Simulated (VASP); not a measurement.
# Ta (I4/mmm) in VASP: a series of runs, part 2 of 2

VASP 6.6.1.

## 3. Single point, PBEsol (19.06 Å³/atom)

INCAR

```
  PREC = Accurate
  ENCUT = 520
  EDIFF = 1E-7
  ISMEAR = 0
  SIGMA = 0.15
  LREAL = F
  LASPH = T
  NELM = 60
  ALGO = Fast
  ISIF = 2
  LWAVE = F
  LCHARG = F
  GGA = PS
  NBANDS = 12
```

KPOINTS

```
Automatic mesh
0
Gamma
  22 22 22
```

POSCAR

```
Ta
1.0
   -1.5616724086      1.5616724086      1.9541206849
    1.5616724086     -1.5616724086      1.9541206849
    1.5616724086      1.5616724086     -1.9541206849
Ta
1
Direct
    0.0000000000      0.0000000000      0.0000000000
```

Potentials or basis: VASP PAW PBE potentials, release 64 (Ta_pv).

Launch:

```bash
$ cat potpaw_PBE.64/Ta_pv/POTCAR > POTCAR
$ mpirun -np 1 vasp_std > vasp.out
```

OUTCAR:

```text
PREC = Accurate
   ENCUT = 520
   EDIFF = 1E-7
   ISMEAR = 0
   LREAL = F
   LASPH = T
   NELM = 60
   ISIF = 2
   GGA = PS

 ion  position               nearest neighbor table
   1  0.000  0.000  0.000-

  LATTYP: Found a body centered tetragonal cell.
 ALAT       =     3.1233448172
 C/A-ratio  =     1.2513000000

  Lattice vectors:

 A1 = (  -1.5616724086,   1.5616724086,   1.9541206849)
 A2 = (   1.5616724086,  -1.5616724086,   1.9541206849)
 A3 = (   1.5616724086,   1.5616724086,  -1.9541206849)

[... 531 lines left out ...]
      4       0.7078      2.00000
      5       4.6618      1.99997
      6       5.4857      0.00032
      7       6.5503      0.00000
      8      10.2486      0.00000
      9      11.1020      0.00000
     10      15.4272      0.00000
     11      17.5573      0.00000
     12      19.3255      0.00000

 [... further k-points ...]
[... 5 lines left out ...]
  --------------------------------------------------------------------------------------
  -------------------------------------------------------------------------------------
  Total       -0.6990996     -0.6990996     -2.2770513      0.0000000      0.0000000      0.0000000
  in kB      -58.7568321    -58.7568321   -191.3780619      0.0000000      0.0000000      0.0000000
  external PRESSURE =    -102.9639087 kB  Pullay stress =       0.0000000 kB

 VOLUME and BASIS-vectors are now :
 -----------------------------------------------------------------------------
  energy-cutoff  :      520.00
  volume of cell :       19.06
      direct lattice vectors                 reciprocal lattice vectors
    -1.561672409  1.561672409  1.954120685     0.000000000  0.320169581  0.255869560
     1.561672409 -1.561672409  1.954120685     0.320169581  0.000000000  0.255869560
     1.561672409  1.561672409 -1.954120685     0.320169581  0.320169581  0.000000000

 POSITION                                       TOTAL-FORCE (eV/Angst)
 -----------------------------------------------------------------------------------
      0.00000      0.00000      0.00000        -0.000000      0.000000      0.000000
 -----------------------------------------------------------------------------------
    total drift:                               -0.000000      0.000000      0.000000

  FREE ENERGIE OF THE ION-ELECTRON SYSTEM (eV)
  ---------------------------------------------------
  free  energy   TOTEN  =       -12.3472562753 eV

  energy  without entropy=      -12.3320289282  energy(sigma->0) =      -12.33964260
```

Run time: 6.7 min. Hardware: 1 thread of AMD EPYC 7R43 (Zen 3), shared host; peak memory 0.25 GiB.

What came out:

- Free energy: -12.3473 eV
- Pressure: -10.3 GPa
- Band gap on the k mesh: zero (an odd number of electrons rules out a gap without spin polarisation)

Stress tensor (GPa, compression positive):
```
 -5.88   0.00   0.00
  0.00  -5.88   0.00
  0.00   0.00 -19.14
```

Levels at points of the mesh, in eV from the Fermi level:
| k point | band 2 | band 3 | band 4 | band 5 | band 6 | band 7 | band 8 | band 9 |
| --- | --- | --- | --- | --- | --- | --- | --- | --- |
| (0.00, 0.00, 0.00) | -33.48 | -33.48 | -7.94 | 0.22 | 0.22 | 1.64 | 2.41 | 4.25 |
| (0.50, 0.00, 0.00) | -33.69 | -33.54 | -4.42 | -0.46 | 0.83 | 1.30 | 5.21 | 6.34 |
| (0.50, 0.50, 0.00) | -33.88 | -33.67 | -4.25 | -2.90 | 2.26 | 5.41 | 5.68 | 7.05 |
| (0.50, 0.50, 0.50) | -33.97 | -33.97 | -4.04 | -3.34 | 4.51 | 5.77 | 6.45 | 6.45 |

Caveat: the cell stands under tension; the PAW data sets were made with another functional, which shifts forces and pressure a little; spin-orbit coupling is left out, which moves the levels of the heavy elements.

## 4. Single point, PBEsol (19.06 Å³/atom)

INCAR

```
SYSTEM = Ta
PREC     = Accurate       ! precision mode
ENCUT    = 520            ! plane-wave cutoff, eV
EDIFF    = 1E-6           ! SCF threshold, eV
ISMEAR   = 0              ! smearing method
SIGMA    = 0.15           ! smearing width, eV
LREAL    = .False.        ! projectors in reciprocal space
LASPH    = .True.         ! aspherical terms in the spheres
NELM     = 60             ! most SCF steps
ALGO     = Fast           ! electronic algorithm
ISIF     = 2              ! what is computed and relaxed
LWAVE    = .False.        ! write WAVECAR
LCHARG   = .False.        ! write CHGCAR
GGA      = PS             ! functional
NBANDS   = 12             ! bands
```

KPOINTS

```
Automatic mesh
0
Gamma
  22 22 22
  0 0 0
```

POSCAR

```
Ta
1.0
   -1.7252859811      1.7252859811      1.6010653904
    1.7252859811     -1.7252859811      1.6010653904
    1.7252859811      1.7252859811     -1.6010653904
Ta
1
Direct
    0.0000000000      0.0000000000      0.0000000000
```

Potentials or basis: VASP PAW PBE potentials, release 64 (Ta_pv).

Launch:

```bash
$ cat potpaw_PBE.64/Ta_pv/POTCAR > POTCAR
$ mpirun -np 1 vasp_std > vasp.out
```

OUTCAR:

```text
SYSTEM = Ta
   PREC = Accurate
   ENCUT = 520
   EDIFF = 1E-6
   ISMEAR = 0
   LREAL = .False.
   LASPH = .True.
   NELM = 60
   ISIF = 2
   GGA = PS

 ion  position               nearest neighbor table
   1  0.000  0.000  0.000-

  LATTYP: Found a body centered tetragonal cell.
 ALAT       =     3.4505719622
 C/A-ratio  =     0.9280000000

  Lattice vectors:

 A1 = (  -1.7252859811,   1.7252859811,   1.6010653904)
 A2 = (   1.7252859811,  -1.7252859811,   1.6010653904)
 A3 = (   1.7252859811,   1.7252859811,  -1.6010653904)
[... 532 lines left out ...]
      4       0.7987      2.00000
      5       3.3063      2.00000
      6       5.8587      0.00000
      7       8.6300      0.00000
      8       9.8020      0.00000
      9      11.6382      0.00000
     10      16.1797      0.00000
     11      17.1829      0.00000
     12      20.9322      0.00000

 [... further k-points ...]
[... 5 lines left out ...]
  --------------------------------------------------------------------------------------
  -------------------------------------------------------------------------------------
  Total       -1.7827144     -1.7827144     -1.1313090      0.0000000     -0.0000000      0.0000000
  in kB     -149.8308069   -149.8308069    -95.0824938      0.0000000     -0.0000000      0.0000000
  external PRESSURE =    -131.5813692 kB  Pullay stress =       0.0000000 kB

 VOLUME and BASIS-vectors are now :
 -----------------------------------------------------------------------------
  energy-cutoff  :      520.00
  volume of cell :       19.06
      direct lattice vectors                 reciprocal lattice vectors
    -1.725285981  1.725285981  1.601065390     0.000000000  0.289807026  0.312292054
     1.725285981 -1.725285981  1.601065390     0.289807026  0.000000000  0.312292054
     1.725285981  1.725285981 -1.601065390     0.289807026  0.289807026  0.000000000

 POSITION                                       TOTAL-FORCE (eV/Angst)
 -----------------------------------------------------------------------------------
      0.00000      0.00000      0.00000         0.000000      0.000000      0.000000
 -----------------------------------------------------------------------------------
    total drift:                               -0.000000      0.000000     -0.000000

  FREE ENERGIE OF THE ION-ELECTRON SYSTEM (eV)
  ---------------------------------------------------
  free  energy   TOTEN  =       -12.4784611848 eV

  energy  without entropy=      -12.4615838398  energy(sigma->0) =      -12.47002251
```

stdout:

```text
POSCAR found type information on POSCAR Ta
 POSCAR found :  1 types and       1 ions
 scaLAPACK will be used
 -----------------------------------------------------------------------------
|                                                                             |
|                                                                             |
|     You enforced a specific xc type in the INCAR file but a different       |
|     I HOPE YOU KNOW WHAT YOU ARE DOING!                                     |
|                                                                             |
 -----------------------------------------------------------------------------

 LDA part: xc-table for (Slater+PW92), standard interpolation
 POSCAR, INCAR and KPOINTS ok, starting setup
 FFT: planning ... GRIDC
 FFT: planning ... GRID_SOFT
 FFT: planning ... GRID
 WAVECAR not read
 entering main loop
```

Wall time 6.3 min (1 thread of AMD EPYC 7R43 (Zen 3), shared host); peak memory 0.25 GiB.

Results:

```
Free energy            : -12.4785 eV
Pressure               : -13.2 GPa
Band gap on the k mesh : zero (an odd number of electrons rules out a gap without spin polarisation)
```

Stress tensor (GPa, compression positive):
```
-14.98   0.00   0.00
  0.00 -14.98   0.00
  0.00   0.00  -9.51
```

Caveat: the cell stands under tension; the PAW data sets were made with another functional, which shifts forces and pressure a little; spin-orbit coupling is left out, which moves the levels of the heavy elements.

## 5. Overview

| cell | further INCAR settings | gap on the mesh (eV) | pressure (GPa) |
| --- | --- | --- | --- |
| a = 3.058 Å, angles 123.4, 123.4, 84.2°, 1 atom | ALGO = Fast; EDIFF = 1e-06; NBANDS = 12 | none | -9.6 |
| a = 2.949 Å, angles 116.0, 116.0, 97.0°, 1 atom | ALGO = Fast; EDIFF = 1e-07; NBANDS = 12 | none | -10.3 |
| a = 2.918 Å, angles 107.5, 107.5, 113.5°, 1 atom | ALGO = Fast; EDIFF = 1e-06; NBANDS = 12 | none | -13.2 |

Alike in all rows: task single point; level PBEsol; potentials or basis VASP PAW PBE potentials, release 64 (Ta_pv); no spin polarisation; k mesh 22 × 22 × 22; cutoff (eV) 520; smearing gaussian 0.15 eV.

Caveats: the cell stands under tension; the PAW data sets were made with another functional, which shifts forces and pressure a little; spin-orbit coupling is left out, which moves the levels of the heavy elements.

Total energies depend on the potentials used, so only differences within one code and one set of settings carry meaning.
